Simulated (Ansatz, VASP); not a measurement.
# NiO2 in VASP and in Ansatz

```
Ni O
1.0
     2.72399    0.00000    0.00000
    -1.36199    2.35904    0.00000
     0.00000    0.00000    4.32678
Ni O
1 2
Direct
  0.00000 0.00000 0.50000
  0.66667 0.33333 0.71862
  0.33333 0.66667 0.28138
```

Alike in both runs: task single point; functional LDA; k mesh 12 × 12 × 6; occupations gaussian, width 0.05 eV; no spin polarisation.

|  | VASP | Ansatz |
| --- | --- | --- |
| version | VASP 6.6.1 | Ansatz 0.2.0 |
| potentials or method | VASP PAW LDA potentials, release 64 (Ni_sv_GW, O), cutoff 700 eV | scalar-relativistic, plane waves, PAW |
| valence electrons in the cell | 30 | 30 |

```tsv
	VASP	Ansatz	Ansatz less VASP
gap on the k mesh at the Fermi level (eV)	0.82	0.83	+0.015
least direct gap on the mesh (eV)	1.03	1.05	+0.011
pressure (GPa)	4.0	2.9	-1.10
traceless stress, the component that is largest in VASP (GPa)	-5.68	-4.85	+0.835
rms of the force components (eV/Å)	0.015	0.072	+0.0574
```

LDA's correlation is that of Perdew and Zunger in VASP and of Perdew and Wang (1992) in Ansatz. Atom by atom the forces differ by 0.057 eV/Å (rms over components).
